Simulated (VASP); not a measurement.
# Ca2C (I4/mmm) in VASP: notebook

The runs below take Ca2C through single point, with PBE, r2SCAN.

Program: VASP 6.6.1. These are calculated values, not measurements. Logs are shortened: lines on timing, memory, paths and dates and some standing lists are left out, and cuts for length are marked.

**1. The cell of the first run**

The structure is tetragonal, space group I4/mmm (No. 139). Conventional cell: a = 4.519 Å, b = 4.519 Å, c = 6.257 Å, α = 90.00°, β = 90.00°, γ = 90.00°. Within 3.6 Å of C (site symmetry 4/mmm) lie 8 Ca at 2.75 Å. Ca (site symmetry -4m2) has 4 C at 2.75 Å and 6 Ca at 3.13 to 3.20 Å within 3.6 Å.

**2. Single point, PBE (biaxial xy strain +2.1%)**

INCAR reads:

```
SYSTEM = Ca2C
ALGO     = Normal         ! electronic algorithm
EDIFF    = 1E-6           ! SCF threshold, eV
ENCUT    = 520            ! plane-wave cutoff, eV
GGA      = PE             ! functional
ISIF     = 2              ! what is computed and relaxed
ISMEAR   = -1             ! smearing method
LASPH    = .True.         ! aspherical terms in the spheres
LCHARG   = .False.        ! write CHGCAR
LREAL    = .False.        ! projectors in reciprocal space
LWAVE    = .False.        ! write WAVECAR
NBANDS   = 19             ! bands
NELM     = 100            ! most SCF steps
PREC     = Accurate       ! precision mode
SIGMA    = 0.02           ! smearing width, eV
```

KPOINTS reads:

```
k-points
0
Gamma
  8 8 8
  0 0 0
```

POSCAR reads:

```
Ca2C
1.0
    0.0000000000      3.1952190565      3.1285802962
    3.1952190565      0.0000000000      3.1285802962
    3.1952190565      3.1952190565      0.0000000000
C Ca
1 2
Direct
    0.0000000000      0.0000000000      0.0000000000
    0.2500000000      0.2500000000      0.2500000000
    0.7500000000      0.7500000000      0.7500000000
```

Potentials or basis: VASP PAW PBE potentials, release 64 (C, Ca_sv).

The run is started by

```bash
$ cat potpaw_PBE.64/C/POTCAR potpaw_PBE.64/Ca_sv/POTCAR > POTCAR
$ mpirun -np 1 vasp_std > vasp.out
```

OUTCAR:

```text
SYSTEM = Ca2C
   EDIFF = 1E-6
   ENCUT = 520
   GGA = PE
   ISIF = 2
   ISMEAR = -1
   LASPH = .True.
   LREAL = .False.
   NELM = 100
   PREC = Accurate

 ion  position               nearest neighbor table
   1  0.000  0.000  0.000-
   2  0.250  0.250  0.250-   3 3.13   3 3.13
   3  0.750  0.750  0.750-   2 3.13   2 3.13

  LATTYP: Found a body centered tetragonal cell.
 ALAT       =     4.5187221245
 C/A-ratio  =     1.3847190467

  Lattice vectors:

 A1 = (   0.0000000000,  -3.1952190565,  -3.1285802962)
 A2 = (   0.0000000000,   3.1952190565,  -3.1285802962)
 A3 = (   3.1952190565,   0.0000000000,   3.1285802962)

Analysis of symmetry for initial positions (statically):
=====================================================================
 Subroutine PRICEL returns:
 Original cell was already a primitive cell.

 Routine SETGRP: Setting up the symmetry group for a
 body centered tetragonal supercell.

 Subroutine GETGRP returns: Found 16 space group operations
 (whereof 16 operations were pure point group operations)
 out of a pool of 16 trial point group operations.

The static configuration has the point symmetry D_4h.

Analysis of symmetry for dynamics (positions and initial velocities):
=====================================================================
 Subroutine PRICEL returns:
 Original cell was already a primitive cell.

 Routine SETGRP: Setting up the symmetry group for a
 body centered tetragonal supercell.

 Subroutine GETGRP returns: Found 16 space group operations
 (whereof 16 operations were pure point group operations)
 out of a pool of 16 trial point group operations.

The dynamic configuration has the point symmetry D_4h.

 Subroutine INISYM returns: Found 16 space group operations
 (whereof 16 operations are pure point group operations),
 and found     1 'primitive' translations

----------------------------------------------------------------------------------------

                                     Primitive cell

  volume of cell :      63.8820

  direct lattice vectors                    reciprocal lattice vectors
     0.000000000  3.195219057  3.128580296    -0.156483794  0.156483794  0.159816899
     3.195219057  0.000000000  3.128580296     0.156483794 -0.156483794  0.159816899
     3.195219057  3.195219057  0.000000000     0.156483794  0.156483794 -0.159816899

  length of vectors
     4.471849672  4.471849672  4.518722124     0.272975817  0.272975817  0.272975817

  position of ions in fractional coordinates (direct lattice)
     0.000000000  0.000000000  0.000000000
     0.250000000  0.250000000  0.250000000
     0.750000000  0.750000000  0.750000000

  ion indices of the primitive-cell ions
   primitive index   ion index
                 1           1
                 2           2
                 3           3

----------------------------------------------------------------------------------------

 KPOINTS: k-points

Automatic generation of k-mesh.
 Grid dimensions read from file:
 generate k-points for:    8    8    8

 Generating k-lattice:

  Cartesian coordinates                     Fractional coordinates (reciprocal lattice)
    -0.019560474  0.019560474  0.019977112     0.125000000  0.000000000  0.000000000
     0.019560474 -0.019560474  0.019977112     0.000000000  0.125000000  0.000000000
     0.019560474  0.019560474 -0.019977112     0.000000000  0.000000000  0.125000000

  Length of vectors
     0.034121977  0.034121977  0.034121977

  Shift w.r.t. Gamma in fractional coordinates (k-lattice)
     0.000000000  0.000000000  0.000000000

 Subroutine IBZKPT returns following result:
 ===========================================

 Found     59 irreducible k-points:

 Following reciprocal coordinates:
            Coordinates               Weight
  0.000000  0.000000  0.000000      1.000000
  0.125000  0.000000  0.000000      8.000000
  0.250000  0.000000  0.000000      8.000000
  0.375000  0.000000  0.000000      8.000000
  0.500000  0.000000  0.000000      4.000000
  0.125000  0.125000  0.000000      2.000000
[... 16 lines left out ...]
  0.250000  0.000000  0.125000     16.000000
  0.375000  0.000000  0.125000     16.000000
 [... further k-points ...]
   k-points           NKPTS =     59   k-points in BZ     NKDIM =     59   number of bands    NBANDS=     19
   number of dos      NEDOS =    301   number of ions     NIONS =      3
   total plane-waves  NPLWV =  46656
   dimension x,y,z NGX =    36 NGY =   36 NGZ =   36
   dimension x,y,z NGXF=    72 NGYF=   72 NGZF=   72
   ions per type =               1   2
   NGX,Y,Z   is equivalent  to a cutoff of  13.38, 13.38, 13.24 a.u.
   NGXF,Y,Z  is equivalent  to a cutoff of  26.77, 26.77, 26.49 a.u.
 SYSTEM =  Ca2C
   PREC   = accura    normal or accurate (medium, high low for compatibility)
   ISTART =      0    job   : 0-new  1-cont  2-samecut
   ICHARG =      2    charge: 1-file 2-atom 10-const
   ISPIN  =      1    spin polarized calculation?
   LNONCOLLINEAR =      F non collinear calculations
   LSORBIT =      F    spin-orbit coupling
   LASPH  =      T    aspherical Exc in radial PAW
   ENCUT  =  520.0 eV  38.22 Ry    6.18 a.u.   8.31  8.31  8.40*2*pi/ulx,y,z
   NELM   =    100;   NELMIN=  2; NELMDL= -5     # of ELM steps
   EDIFF  = 0.1E-05   stopping-criterion for ELM
   LREAL  =      F    real-space projection
   EDIFFG = 0.1E-04   stopping-criterion for IOM
   NSW    =      0    number of steps for IOM
   IBRION =     -1    ionic relax: 0-MD 1-quasi-New 2-CG
   NFREE  =      0    steps in history (QN), initial steepest desc. (CG)
   ISIF   =      2    stress and relaxation
   ISYM   =      2    0-nonsym 1-usesym 2-fastsym
   POTIM  = 0.5000    time-step for ionic-motion
   TEBEG  =    0.0;   TEEND  =   0.0 temperature during run
   PSTRESS=    0.0 pullay stress
   NELECT =      24.0000    total number of electrons
   NUPDOWN=      -1.0000    fix difference up-down
   EMIN   =  10.00;   EMAX   =-10.00  energy-range for DOS
   EFERMI =   0.00;   METHOD = LEGACY
   ISMEAR =    -1;   SIGMA  =   0.02  broadening in eV -4-tet -1-fermi 0-gaus
   EFERMI_NEDOS =   21; number of points for ismear=-14 and -15
   IALGO  =     38    algorithm
   IMIX   =      4    mixing-type and parameters
     AMIX     =   0.40;   BMIX     =  1.00
     AMIX_MAG =   1.60;   BMIX_MAG =  1.00
  volume/ion in A,a.u.               =      21.29       143.70
  Fermi-wavevector in a.u.,A,eV,Ry     =   1.181279  2.232293 18.985834  1.395419
  Thomas-Fermi vector in A             =   2.317555
   LORBIT       =      0    0 simple, 1 ext, 2 COOP (PROOUT), +10 PAW based schemes
   GGA     = PE    functional components
   LHFCALC =     F    Hartree Fock is set to
   AEXX    =    0.0000 exact exchange contribution
   IVDW    =     0    specifies the selected vdW correction
   LEPSILON=     F    determine dielectric tensor
   LRPA    =     F    only Hartree local field effects (RPA)
 non-spin polarized calculation
  energy-cutoff  :      520.00
  volume of cell :       63.88
 maximum number of plane-waves:      1751
 NGX is ok and might be reduce to    36
   NGX = 17   NGY = 17   NGZ = 17

 number of electron      23.9999998 magnetization

 Free energy of the ion-electron system (eV)
  ---------------------------------------------------
  ext. energy  EPLUGINS =         0.00000000
  ---------------------------------------------------
  free energy    TOTEN  =       -12.05119354 eV

  energy without entropy =      -12.05117024  energy(sigma->0) =      -12.05118189

 E-fermi :   3.1447     XC(G=0):  -9.3223

 val. band max:        3.0505036629   @ k =   0.5000   0.0000   0.5000
 cond. band min:       3.2323906267   @ k =   0.5000   0.0000   0.5000
 fundamental gap:      0.1818869638
 Fermi energy:         3.1447299476

 k-point     1 :       0.0000    0.0000    0.0000
  band No.  band energies     occupation
      1     -37.3734      2.00000
      2     -37.1907      2.00000
      3     -18.5827      2.00000
      4     -18.4935      2.00000
      5     -18.4935      2.00000
      6     -18.1402      2.00000
[... 11 lines left out ...]
     18       8.8085      0.00000
     19       9.3573      0.00000

 k-point     2 :       0.1250    0.0000    0.0000
  band No.  band energies     occupation
      1     -37.3662      2.00000
      2     -37.1974      2.00000
      3     -18.5687      2.00000
      4     -18.4845      2.00000
      5     -18.4818      2.00000
      6     -18.1603      2.00000
[... 11 lines left out ...]
     18       8.5315      0.00000
     19       9.5044      0.00000

 k-point     3 :       0.2500    0.0000    0.0000
  band No.  band energies     occupation
      1     -37.3457      2.00000
      2     -37.2166      2.00000
      3     -18.5281      2.00000
      4     -18.4569      2.00000
      5     -18.4478      2.00000
      6     -18.2192      2.00000
[... 11 lines left out ...]
     18       8.0745      0.00000
     19       8.8056      0.00000

 k-point     4 :       0.3750    0.0000    0.0000
  band No.  band energies     occupation
      1     -37.3155      2.00000
      2     -37.2456      2.00000
      3     -18.4659      2.00000
      4     -18.4095      2.00000
      5     -18.3948      2.00000
      6     -18.3014      2.00000
[... 11 lines left out ...]
     18       7.6394      0.00000
     19       7.9014      0.00000

 k-point     5 :       0.5000    0.0000    0.0000
  band No.  band energies     occupation
      1     -37.2803      2.00000
      2     -37.2803      2.00000
      3     -18.3944      2.00000
      4     -18.3823      2.00000
      5     -18.3428      2.00000
      6     -18.3425      2.00000
[... 11 lines left out ...]
     18       7.4137      0.00000
     19       7.5108      0.00000
[... 334 lines left out ...]
      2     -37.2584      2.00000
      3     -18.7604      2.00000
      4     -18.5879      2.00000
      5     -18.5879      2.00000
      6     -18.0784      2.00000
[... 11 lines left out ...]
     18       8.1187      0.00000
     19       8.1188      0.00000

 k-point    22 :       0.1250    0.0000    0.1250
  band No.  band energies     occupation
      1     -37.3648      2.00000
      2     -37.1985      2.00000
      3     -18.5946      2.00000
      4     -18.5051      2.00000
      5     -18.4282      2.00000
      6     -18.2235      2.00000
[... 11 lines left out ...]
     18       8.2730      0.00000
     19       8.9967      0.00000

 k-point    23 :       0.2500    0.0000    0.1250
  band No.  band energies     occupation
      1     -37.3504      2.00000
      2     -37.2119      2.00000
      3     -18.5905      2.00000
      4     -18.5046      2.00000
      5     -18.3609      2.00000
      6     -18.3092      2.00000
[... 11 lines left out ...]
     18       8.0348      0.00000
     19       8.5086      0.00000

 k-point    24 :       0.3750    0.0000    0.1250
  band No.  band energies     occupation
      1     -37.3253      2.00000
      2     -37.2357      2.00000
      3     -18.5558      2.00000
      4     -18.4798      2.00000
      5     -18.3966      2.00000
      6     -18.2881      2.00000
[... 11 lines left out ...]
     18       7.6086      0.00000
     19       8.4058      0.00000

 [... further k-points ...]
[... 5 lines left out ...]
  --------------------------------------------------------------------------------------
  -------------------------------------------------------------------------------------
  Total       -0.8928880     -0.8928880      0.2374395      0.0000000      0.0000000     -0.0000000
  in kB      -22.3938612    -22.3938612      5.9550428      0.0000000      0.0000000     -0.0000000
  external PRESSURE =     -12.9442266 kB  Pullay stress =       0.0000000 kB

 VOLUME and BASIS-vectors are now :
 -----------------------------------------------------------------------------
  energy-cutoff  :      520.00
  volume of cell :       63.88
      direct lattice vectors                 reciprocal lattice vectors
     0.000000000  3.195219057  3.128580296    -0.156483794  0.156483794  0.159816899
     3.195219057  0.000000000  3.128580296     0.156483794 -0.156483794  0.159816899
     3.195219057  3.195219057  0.000000000     0.156483794  0.156483794 -0.159816899

 POSITION                                       TOTAL-FORCE (eV/Angst)
 -----------------------------------------------------------------------------------
      0.00000      0.00000      0.00000         0.000000     -0.000000      0.000000
      1.59761      1.59761      1.56429        -0.000000     -0.000000      0.000000
      4.79283      4.79283      4.69287         0.000000      0.000000     -0.000000
 -----------------------------------------------------------------------------------
    total drift:                                0.000000      0.000000      0.000000

  FREE ENERGIE OF THE ION-ELECTRON SYSTEM (eV)
  ---------------------------------------------------
  free  energy   TOTEN  =       -12.0511935445 eV

  energy  without entropy=      -12.0511702377  energy(sigma->0) =      -12.05118189
```

It took 30 s on 1 thread of Intel Xeon 6975P-C (Granite Rapids), shared host; peak memory 0.23 GiB.

What came out:

```yaml
Free_energy: -12.0512 eV
Pressure: -1.3 GPa
Band_gap_on_the_k_mesh: 0.18 eV
```

Stress tensor (GPa, compression positive):
```
-2.24  0.00  0.00
 0.00 -2.24  0.00
 0.00  0.00  0.60
```

Caveat: the cell differs from its parent crystal (biaxial xy strain +2.1%); the structure was generated, so it needn't be the stable form of Ca2C; semilocal functionals underestimate gaps, and a narrow one can read as zero. A k mesh can miss the band edges.

(Part 1 of 2 ends here.)
